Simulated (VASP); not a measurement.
# Si2Ge3 (P-6m2) in VASP: notebook, part 2 of 2

VASP 6.6.1. The steps go on from the part before.

### Step 4. Relaxation of cell and atoms, PBE

INCAR reads:

```
ALGO     = Normal         # electronic algorithm
EDIFF    = 1E-6           # SCF threshold, eV
EDIFFG   = -0.04          # ionic threshold
ENCUT    = 600            # plane-wave cutoff, eV
GGA      = PE             # functional
IBRION   = 2              # ionic algorithm
ISIF     = 3              # what is computed and relaxed
ISMEAR   = 0              # smearing method
LASPH    = True           # aspherical terms in the spheres
LCHARG   = False          # write CHGCAR
LREAL    = False          # projectors in reciprocal space
LWAVE    = False          # write WAVECAR
NELM     = 80             # most SCF steps
NSW      = 90             # ionic steps
PREC     = Accurate       # precision mode
SIGMA    = 0.1            # smearing width, eV
```

KPOINTS reads:

```
k-points
0
Gamma
  6 6 1
```

POSCAR reads:

```
Si2Ge3
1.0
    2.9315984200      0.0000000000      0.0000000000
   -1.4657992100      2.5388387100      0.0000000000
    0.0000000000      0.0000000000     23.7127218600
Si Ge
4 6
Direct
    0.3333333300      0.6666666700      0.8000000000
    0.3333333300      0.6666666700      0.0000000000
    0.3333333300      0.6666666700      0.2000000000
    0.6666666700      0.3333333300      0.5000000000
    0.3333333300      0.6666666700      0.6000000000
    0.3333333300      0.6666666700      0.4000000000
    0.6666666700      0.3333333300      0.7000000000
    0.6666666700      0.3333333300      0.9000000000
    0.6666666700      0.3333333300      0.1000000000
    0.6666666700      0.3333333300      0.3000000000
```

Started as:

```bash
$ cat potpaw_PBE.64/Si/POTCAR potpaw_PBE.64/Ge_d/POTCAR > POTCAR
$ mpirun -np 1 vasp_std > vasp.out
```

It took 25 min on 1 thread of Intel Xeon 6975P-C (Granite Rapids), shared host; peak memory 0.37 GiB.

The run converged. Its results:

* Free energy: -44.1643 eV
* Relaxed volume: 17.85 Å³/atom
* Relaxed cell: a = 3.123 Å, b = 3.123 Å, c = 21.128 Å, α = 90.00°, β = 90.00°, γ = 120.00°
* Space group after relaxing (to 0.1 Å): P-6m2 (No. 187)
* Energy gained by relaxing: 65.7 meV/atom
* Ionic steps: 27
* Pressure after relaxing: 0.2 GPa
* Largest force after relaxing: 0.040 eV/Å
* Band gap on the k mesh: zero (bands 50 and 51 overlap by 6.43 eV)

Forces on the atoms (eV/Å):
```
Si   0.000  0.000  0.027
Si   0.000  0.000  0.000
Si   0.000  0.000 -0.027
Si   0.000  0.000  0.000
Ge   0.000  0.000  0.040
Ge   0.000  0.000 -0.040
Ge   0.000  0.000  0.008
Ge   0.000  0.000 -0.012
Ge   0.000  0.000  0.012
Ge   0.000  0.000 -0.008
```

Step by step:
| step | energy change (eV) | largest force (eV/Å) | pressure (GPa) | volume (Å³) |
| --- | --- | --- | --- | --- |
| 1 | 0.0000 | 0.4651 | -0.32 | 176.49 |
| 2 | -0.3133 | 0.4576 | -0.64 | 175.44 |
| 3 | -0.3576 | 0.4589 | -0.08 | 175.03 |
| 4 | -0.3744 | 0.3270 | 1.08 | 174.12 |
| 5 | -0.5586 | 0.3338 | 3.04 | 171.90 |
| 6 | -0.1208 | 0.3488 | 8.69 | 165.87 |
| 7 | -0.4948 | 0.3532 | 4.38 | 170.69 |
| 8 | -0.5588 | 0.3289 | 3.28 | 171.64 |
| 9 | -0.5723 | 0.1471 | -1.26 | 184.13 |
| 10 | -0.6232 | 0.2238 | 0.70 | 178.01 |
| 11 | -0.6428 | 0.1789 | -0.42 | 179.72 |
| 12 | -0.6432 | 0.1872 | -0.29 | 179.51 |
| 13 | -0.6475 | 0.1136 | -0.03 | 178.71 |
| 14 | -0.6480 | 0.0654 | 0.14 | 178.21 |
| 15 | -0.6507 | 0.0687 | 0.28 | 178.39 |
| 16 | -0.6508 | 0.0756 | 0.27 | 178.43 |
| 17 | -0.6526 | 0.0673 | -0.19 | 179.39 |
| 18 | -0.6526 | 0.0664 | -0.11 | 179.48 |
| 19 | -0.6526 | 0.0648 | -0.20 | 179.67 |
| 20 | -0.6545 | 0.0435 | -0.29 | 179.49 |
| 21 | -0.6561 | 0.0491 | -0.26 | 179.18 |
| 22 | -0.6566 | 0.0508 | 0.10 | 178.31 |
| 23 | -0.6567 | 0.0505 | 0.04 | 178.70 |
| 24 | -0.6566 | 0.0507 | 0.23 | 178.33 |
| 25 | -0.6567 | 0.0508 | 0.03 | 178.54 |
| 26 | -0.6567 | 0.0506 | 0.10 | 178.43 |
| 27 | -0.6572 | 0.0397 | 0.24 | 178.50 |

Final structure:
```
Si Ge
1.0
     3.12340    0.00000    0.00000
    -1.56170    2.70494    0.00000
     0.00000    0.00000   21.12814
Si Ge
4 6
Cartesian
  0.0000 1.8033 16.9798
  0.0000 1.8033 0.0000
  0.0000 1.8033 4.1483
  1.5617 0.9016 10.5641
  0.0000 1.8033 12.6098
  0.0000 1.8033 8.5183
  1.5617 0.9016 14.9076
  1.5617 0.9016 19.0469
  1.5617 0.9016 2.0813
  1.5617 0.9016 6.2205
```

Levels at points of the mesh, in eV from the Fermi level:
| k point | band 47 | band 48 | band 49 | band 50 | band 51 | band 52 |
| --- | --- | --- | --- | --- | --- | --- |
| (0.00, 0.00, 0.00) | 4.49 | 4.79 | 4.79 | 4.83 | 4.83 | 5.46 |
| (0.50, 0.00, 0.00) | -1.81 | -1.72 | -0.67 | -0.45 | 0.68 | 1.03 |

Caveat: the k points lie up to 0.39 Å⁻¹ apart in the final cell, too coarse for converged energies and pressures of a metal.

### Step 5. Single point, PBE

This run uses another cell than the first one, of 17.60 Å³/atom.

INCAR reads:

```
SYSTEM = Si2Ge3
  PREC = Accurate
  ENCUT = 520
  EDIFF = 1E-7
  ISMEAR = 0
  SIGMA = 0.1
  LREAL = .False.
  LASPH = .True.
  NELM = 80
  ALGO = Normal
  ISIF = 2
  LWAVE = .False.
  LCHARG = .False.
  GGA = PE
  NBANDS = 61
```

KPOINTS reads:

```
regular mesh
0
Gamma
  12 12 2
  0 0 0
```

POSCAR reads:

```
Si2Ge3
1.0
    2.9503525179      0.0000000000      0.0000000000
   -1.4751762589      2.5550802306      0.0000000000
    0.0000000000      0.0000000000     23.3428339397
Si Ge
4 6
Direct
    0.3333333333      0.6666666667      0.8036284845
    0.3333333333      0.6666666667      0.0000000000
    0.3333333333      0.6666666667      0.1963715155
    0.6666666667      0.3333333333      0.5000000000
    0.3333333333      0.6666666667      0.5957237447
    0.3333333333      0.6666666667      0.4042762553
    0.6666666667      0.3333333333      0.7075468387
    0.6666666667      0.3333333333      0.9010319907
    0.6666666667      0.3333333333      0.0989680093
    0.6666666667      0.3333333333      0.2924531613
```

Started as:

```bash
$ cat potpaw_PBE.64/Si/POTCAR potpaw_PBE.64/Ge_d/POTCAR > POTCAR
$ mpirun -np 1 vasp_std > vasp.out
```

Wall time 10 min (1 thread of Intel Xeon 6975P-C (Granite Rapids), shared host); peak memory 0.48 GiB.

It converged, with:

```
Free energy            : -44.1721 eV
Pressure               : -0.1 GPa
Band gap on the k mesh : zero (bands 50 and 51 overlap by 9.23 eV)
```

Levels at points of the mesh, in eV from the Fermi level:
| k point | band 46 | band 47 | band 48 | band 49 | band 50 | band 51 | band 52 | band 53 | band 54 | band 55 |
| --- | --- | --- | --- | --- | --- | --- | --- | --- | --- | --- |
| (0.00, 0.00, 0.00) | 3.49 | 4.00 | 6.41 | 6.41 | 6.57 | 6.57 | 6.62 | 6.62 | 7.08 | 7.08 |
| (0.50, 0.00, 0.00) | -3.79 | -2.72 | -2.69 | -1.90 | -1.23 | -1.10 | 0.86 | 1.30 | 1.30 | 2.31 |
| (0.00, 0.00, 0.50) | 1.84 | 5.44 | 6.06 | 6.43 | 6.43 | 6.52 | 6.52 | 6.68 | 6.68 | 7.05 |
| (0.50, 0.00, 0.50) | -3.48 | -2.83 | -2.72 | -1.87 | -1.66 | -0.23 | -0.05 | 1.59 | 1.64 | 2.34 |

### Step 6. Overview

| task | cell | k mesh | cutoff (eV) | gap on the mesh (eV) | pressure (GPa) | largest force (eV/Å) |
| --- | --- | --- | --- | --- | --- | --- |
| single point | a = 2.932, b = 2.932, c = 23.713 Å, angles 90.0, 90.0, 120.0°, 10 atoms, atomic positions A | 6 × 6 × 1 | 520 | none | -0.3 | 0.46 |
| single point | a = 2.994, b = 2.994, c = 22.702 Å, angles 90.0, 90.0, 120.0°, 10 atoms, atomic positions B | 6 × 6 × 1 | 520 | none | 0.0 | 0.01 |
| relaxation of cell and atoms | relaxed from a = 2.932, b = 2.932, c = 23.713 Å, angles 90.0, 90.0, 120.0°, 10 atoms, atomic positions A | 6 × 6 × 1 | 600 | none | 0.2 | 0.04 |
| single point | a = 2.950, b = 2.950, c = 23.343 Å, angles 90.0, 90.0, 120.0°, 10 atoms, atomic positions C | 12 × 12 × 2 | 520 | none | -0.1 | - |

Alike in all rows: level PBE; potentials or basis VASP PAW PBE potentials, release 64 (Si, Ge_d); no spin polarisation; smearing gaussian 0.1 eV.

Caveats: some runs use coarse meshes.

Absolute energies hang on the potentials; compare differences alone.
